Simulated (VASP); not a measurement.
# Au in VASP: settings compared, part 2 of 2

VASP 6.6.1. The steps go on from the part before.

## Step 3: Single point, PBE

File INCAR:

```
SYSTEM = Au
  PREC = Accurate
  ENCUT = 520
  EDIFF = 1E-7
  ISMEAR = 1
  SIGMA = 0.05
  LREAL = .False.
  LASPH = .True.
  NELM = 80
  ALGO = Normal
  ISIF = 2
  LWAVE = .False.
  LCHARG = .True.
  GGA = PE
  LELF = .True.
  LVHAR = .True.
  NBANDS = 12
```

File KPOINTS:

```
Automatic mesh
0
Gamma
  18 18 18
  0 0 0
```

File POSCAR:

```
Au
1.0
   -1.6572690000      1.6572690000      1.6572690000
    1.6572690000     -1.6572690000      1.6572690000
    1.6572690000      1.6572690000     -1.6572690000
Au
1
Direct
    0.0000000000      0.0000000000      0.0000000000
```

Potentials or basis: VASP PAW PBE potentials, release 64 (Au).

The run is started by

```bash
$ cat potpaw_PBE.64/Au/POTCAR > POTCAR
$ mpirun -np 1 vasp_std > vasp.out
```

OUTCAR:

```text
SYSTEM = Au
   PREC = Accurate
   ENCUT = 520
   EDIFF = 1E-7
   ISMEAR = 1
   LREAL = .False.
   LASPH = .True.
   NELM = 80
   ISIF = 2
   GGA = PE

 ion  position               nearest neighbor table
   1  0.000  0.000  0.000-

  LATTYP: Found a body centered cubic cell.
 ALAT       =     3.3145380000

  Lattice vectors:

 A1 = (  -1.6572690000,   1.6572690000,   1.6572690000)
 A2 = (   1.6572690000,  -1.6572690000,   1.6572690000)
 A3 = (   1.6572690000,   1.6572690000,  -1.6572690000)

[... 530 lines left out ...]
      4       5.5035      2.00000
      5       6.2212      2.00000
      6       8.5992     -0.00122
      7      12.6034      0.00000
      8      19.9542      0.00000
      9      21.6598      0.00000
     10      29.0495      0.00000
     11      30.8873      0.00000
     12      30.9710      0.00000

 [... further k-points ...]
[... 5 lines left out ...]
  --------------------------------------------------------------------------------------
  -------------------------------------------------------------------------------------
  Total       -0.2124227     -0.2124227     -0.2124227      0.0000000      0.0000000     -0.0000000
  in kB      -18.6927228    -18.6927228    -18.6927228      0.0000000      0.0000000     -0.0000000
  external PRESSURE =     -18.6927228 kB  Pullay stress =       0.0000000 kB

 VOLUME and BASIS-vectors are now :
 -----------------------------------------------------------------------------
  energy-cutoff  :      520.00
  volume of cell :       18.21
      direct lattice vectors                 reciprocal lattice vectors
    -1.657269000  1.657269000  1.657269000     0.000000000  0.301701172  0.301701172
     1.657269000 -1.657269000  1.657269000     0.301701172  0.000000000  0.301701172
     1.657269000  1.657269000 -1.657269000     0.301701172  0.301701172  0.000000000

 POSITION                                       TOTAL-FORCE (eV/Angst)
 -----------------------------------------------------------------------------------
      0.00000      0.00000      0.00000        -0.000000      0.000000      0.000000
 -----------------------------------------------------------------------------------
    total drift:                               -0.000000      0.000000     -0.000000

  FREE ENERGIE OF THE ION-ELECTRON SYSTEM (eV)
  ---------------------------------------------------
  free  energy   TOTEN  =        -3.1997040815 eV

  energy  without entropy=       -3.1997228592  energy(sigma->0) =       -3.19971034
```

OSZICAR:

```text
N       E                     dE             d eps       ncg     rms          rms(c)
DAV:   1     0.499708209089E+02    0.49971E+02   -0.56059E+03  4888   0.814E+02
DAV:   2    -0.271043260179E+01   -0.52681E+02   -0.49307E+02  5576   0.186E+02
DAV:   3    -0.347157987013E+01   -0.76115E+00   -0.76052E+00  5556   0.215E+01
DAV:   4    -0.347421156479E+01   -0.26317E-02   -0.26316E-02  5336   0.146E+00
DAV:   5    -0.347423173282E+01   -0.20168E-04   -0.20166E-04  5544   0.123E-01    0.742E+00
DAV:   6    -0.321695373680E+01    0.25728E+00   -0.75645E-01  5052   0.682E+00    0.490E+00
DAV:   7    -0.320158784676E+01    0.15366E-01   -0.52535E-02  5408   0.182E+00    0.258E+00
DAV:   8    -0.319971362113E+01    0.18742E-02   -0.11149E-03  5120   0.281E-01    0.242E-01
DAV:   9    -0.319969757474E+01    0.16046E-04   -0.78563E-06  5188   0.237E-02    0.152E-02
DAV:  10    -0.319970427412E+01   -0.66994E-05   -0.34311E-06  5248   0.183E-02    0.561E-03
DAV:  11    -0.319970411239E+01    0.16173E-06   -0.78883E-08  4872   0.212E-03    0.328E-04
DAV:  12    -0.319970408150E+01    0.30890E-07   -0.29464E-09  2616   0.505E-04
   1 F= -.31997041E+01 E0= -.31997103E+01  d E =0.187777E-04
```

It took 34 s on 1 thread of Intel Xeon Platinum 8375C at 2.90GHz (Ice Lake), shared host; peak memory 0.17 GiB.

Results:

| Item | Value |
| --- | --- |
| Free energy | -3.1997 eV |
| Pressure | -1.9 GPa |

Caveat: spin-orbit coupling is left out, which moves the levels of the heavy elements.

## Step 4: Single point, LDA

This run uses another cell than the first one, of the same volume but with other edges.

File INCAR:

```
SYSTEM = Au
PREC     = Accurate       ! precision mode
ENCUT    = 520            ! plane-wave cutoff, eV
EDIFF    = 1E-6           ! SCF threshold, eV
ISMEAR   = 1              ! smearing method
SIGMA    = 0.1            ! smearing width, eV
LREAL    = .FALSE.        ! projectors in reciprocal space
LASPH    = .TRUE.         ! aspherical terms in the spheres
NELM     = 100            ! most SCF steps
ALGO     = Fast           ! electronic algorithm
ISIF     = 2              ! what is computed and relaxed
LWAVE    = .FALSE.        ! write WAVECAR
LCHARG   = .FALSE.        ! write CHGCAR
NBANDS   = 12             ! bands
```

File KPOINTS:

```
regular mesh
0
G
  8 8 8
  0 0 0
```

File POSCAR:

```
Au
1.0
   -1.6672400000      1.6108460000      1.6646960000
    1.6037350000     -1.6356840000      1.6260290000
    1.7364330000      1.7048780000     -1.6895340000
Au
1
Direct
   -0.0098820000     -0.0170920000     -0.0213010000
```

Potentials or basis: VASP PAW LDA potentials, release 64 (Au).

The run is started by

```bash
$ cat potpaw_LDA.64/Au/POTCAR > POTCAR
$ mpirun -np 1 vasp_std > vasp.out
```

Wall time 47 s (1 thread of Intel Xeon Platinum 8375C at 2.90GHz (Ice Lake), shared host); peak memory 0.17 GiB.

The run converged. Its results:

```
Free energy : -4.3267 eV
Pressure    : -12.9 GPa
```

Stress tensor (GPa, compression positive):
```
-13.22   0.88  -0.81
  0.88 -12.90  -2.75
 -0.81  -2.75 -12.65
```

Levels at points of the mesh, in eV from the Fermi level:
| k point | band 2 | band 3 | band 4 | band 5 | band 6 | band 7 | band 8 | band 9 | band 10 | band 11 |
| --- | --- | --- | --- | --- | --- | --- | --- | --- | --- | --- |
| (0.00, 0.00, 0.00) | -4.97 | -4.83 | -4.31 | -2.93 | -2.86 | 15.82 | 16.23 | 16.83 | 21.95 | 23.31 |
| (0.50, 0.00, 0.00) | -5.68 | -2.99 | -2.75 | -1.53 | -0.41 | 3.23 | 11.37 | 13.59 | 19.81 | 21.78 |
| (0.00, 0.50, 0.00) | -5.57 | -3.12 | -2.86 | -1.46 | -0.31 | 3.45 | 11.61 | 13.29 | 20.16 | 21.53 |
| (0.50, 0.50, 0.00) | -5.51 | -3.17 | -2.91 | -1.46 | -0.33 | 3.42 | 11.75 | 13.39 | 20.36 | 21.56 |
| (0.00, 0.00, 0.50) | -5.76 | -3.02 | -2.64 | -1.66 | -0.78 | 2.58 | 12.42 | 13.81 | 21.02 | 21.73 |
| (0.50, 0.00, 0.50) | -5.80 | -2.98 | -2.62 | -1.65 | -0.72 | 2.67 | 12.28 | 13.64 | 20.78 | 21.62 |
| (0.00, 0.50, 0.50) | -5.78 | -2.99 | -2.69 | -1.59 | -0.55 | 3.01 | 12.14 | 13.22 | 20.65 | 21.23 |
| (0.50, 0.50, 0.50) | -6.41 | -2.16 | -1.84 | -1.69 | 5.82 | 6.06 | 6.29 | 8.82 | 15.12 | 15.37 |

Caveat: spin-orbit coupling is left out, which moves the levels of the heavy elements.

## Step 5: Single point, LDA

This run uses another cell than the first one, of the same volume but with other edges.

File INCAR:

```
SYSTEM = Au
PREC = Accurate
ENCUT = 520
EDIFF = 1E-7
ISMEAR = 1
SIGMA = 0.1
LREAL = .False.
LASPH = .True.
NELM = 60
ALGO = Normal
ISIF = 2
LWAVE = .False.
LCHARG = .False.
GGA = CA
NBANDS = 12
```

File KPOINTS:

```
Automatic mesh
0
Gamma
  8 8 8
  0 0 0
```

POSCAR is that of step 4.

Potentials or basis: VASP PAW LDA potentials, release 64 (Au).

The run is started by

```bash
$ cat potpaw_LDA.64/Au/POTCAR > POTCAR
$ mpirun -np 1 vasp_std > vasp.out
```

OUTCAR:

```text
SYSTEM = Au
   PREC = Accurate
   ENCUT = 520
   EDIFF = 1E-7
   ISMEAR = 1
   LREAL = .False.
   LASPH = .True.
   NELM = 60
   ISIF = 2
   GGA = CA

 ion  position               nearest neighbor table
   1  0.990  0.983  0.979-

  LATTYP: Found a triclinic cell.
 ALAT       =     2.8540719728
 B/A-ratio  =     1.6244775474
 C/A-ratio  =     1.8977849295
 COS(alpha) =     0.0009553903
 COS(beta)  =     0.5281716350
 COS(gamma) =     0.8107534860

  Lattice vectors:

 A1 = (  -1.6672400000,   1.6108460000,   1.6646960000)
[... 536 lines left out ...]
      5       5.7180      2.00000
      6      11.5593      0.00000
      7      12.0232      0.00000
      8      15.9773      0.00000
      9      21.0761      0.00000
     10      27.9786      0.00000
     11      28.9637      0.00000
     12      33.9575      0.00000

 [... further k-points ...]
[... 5 lines left out ...]
  --------------------------------------------------------------------------------------
  -------------------------------------------------------------------------------------
  Total       -1.5021908     -1.4660062     -1.4371319      0.0998447     -0.3115647     -0.0914172
  in kB     -132.1893937   -129.0052327   -126.4643581      8.7861098    -27.4169925     -8.0445069
  external PRESSURE =    -129.2196615 kB  Pullay stress =       0.0000000 kB

 VOLUME and BASIS-vectors are now :
 -----------------------------------------------------------------------------
  energy-cutoff  :      520.00
  volume of cell :       18.21
      direct lattice vectors                 reciprocal lattice vectors
    -1.667240000  1.610846000  1.664696000    -0.000474396  0.303896661  0.306169023
     1.603735000 -1.635684000  1.626029000     0.305359142 -0.004051974  0.309746694
     1.736433000  1.704878000 -1.689534000     0.293414099  0.295529376  0.007892978

 POSITION                                       TOTAL-FORCE (eV/Angst)
 -----------------------------------------------------------------------------------
      1.62500      1.65576      1.59294         0.000000      0.000000      0.000000
 -----------------------------------------------------------------------------------
    total drift:                               -0.000001      0.000000     -0.000001

  FREE ENERGIE OF THE ION-ELECTRON SYSTEM (eV)
  ---------------------------------------------------
  free  energy   TOTEN  =        -4.3267441598 eV

  energy  without entropy=       -4.3272133099  energy(sigma->0) =       -4.32690054
```

stdout:

```text
POSCAR found type information on POSCAR Au
 POSCAR found :  1 types and       1 ions
 scaLAPACK will be used
 LDA part: xc-table for (Slater(with rela. corr.)+CA(PZ))
 , standard interpolation
 POSCAR, INCAR and KPOINTS ok, starting setup
 FFT: planning ... GRIDC
 FFT: planning ... GRID_SOFT
 FFT: planning ... GRID
 WAVECAR not read
 entering main loop
```

Wall time 36 s (1 thread of Intel Xeon Platinum 8375C at 2.90GHz (Ice Lake), shared host); peak memory 0.17 GiB.

What came out:

- Free energy: -4.3267 eV
- Pressure: -12.9 GPa

Levels at points of the mesh, in eV from the Fermi level:
| k point | band 3 | band 4 | band 5 | band 6 | band 7 | band 8 | band 9 | band 10 |
| --- | --- | --- | --- | --- | --- | --- | --- | --- |
| (0.00, 0.00, 0.00) | -4.83 | -4.31 | -2.93 | -2.86 | 15.82 | 16.23 | 16.83 | 21.95 |
| (0.50, 0.00, 0.00) | -2.99 | -2.75 | -1.53 | -0.41 | 3.23 | 11.37 | 13.59 | 19.81 |
| (0.00, 0.50, 0.00) | -3.12 | -2.86 | -1.46 | -0.31 | 3.45 | 11.61 | 13.29 | 20.16 |
| (0.50, 0.50, 0.00) | -3.17 | -2.91 | -1.46 | -0.33 | 3.42 | 11.75 | 13.39 | 20.36 |
| (0.00, 0.00, 0.50) | -3.02 | -2.64 | -1.66 | -0.78 | 2.58 | 12.42 | 13.81 | 21.02 |
| (0.50, 0.00, 0.50) | -2.98 | -2.62 | -1.65 | -0.72 | 2.67 | 12.28 | 13.64 | 20.78 |
| (0.00, 0.50, 0.50) | -2.99 | -2.69 | -1.59 | -0.55 | 3.01 | 12.14 | 13.22 | 20.65 |
| (0.50, 0.50, 0.50) | -2.16 | -1.84 | -1.69 | 5.82 | 6.06 | 6.29 | 8.82 | 15.12 |

Caveat: spin-orbit coupling is left out, which moves the levels of the heavy elements.

## Step 6: Summary

| level | potentials or basis | cell | k mesh | smearing | gap on the mesh (eV) | pressure (GPa) |
| --- | --- | --- | --- | --- | --- | --- |
| PBE | VASP PAW PBE potentials, release 64 (Au) | a = 2.870 Å, angles 109.5°, 1 atom | 15 × 15 × 15 | methfessel-paxton 0.05 eV | none | -1.5 |
| PBE | VASP PAW PBE potentials, release 64 (Au) | a = 2.870 Å, angles 109.5°, 1 atom | 18 × 18 × 18 | methfessel-paxton 0.05 eV | none | -1.9 |
| LDA | VASP PAW LDA potentials, release 64 (Au) | a = 2.854, b = 2.809, c = 2.962 Å, angles 109.3, 110.5, 108.9°, 1 atom | 8 × 8 × 8 | methfessel-paxton 0.1 eV | none | -12.9 |

Alike in all rows: task single point; no spin polarisation; cutoff (eV) 520.

Caveats: spin-orbit coupling is left out, which moves the levels of the heavy elements.

Absolute energies hang on the potentials; compare differences alone.
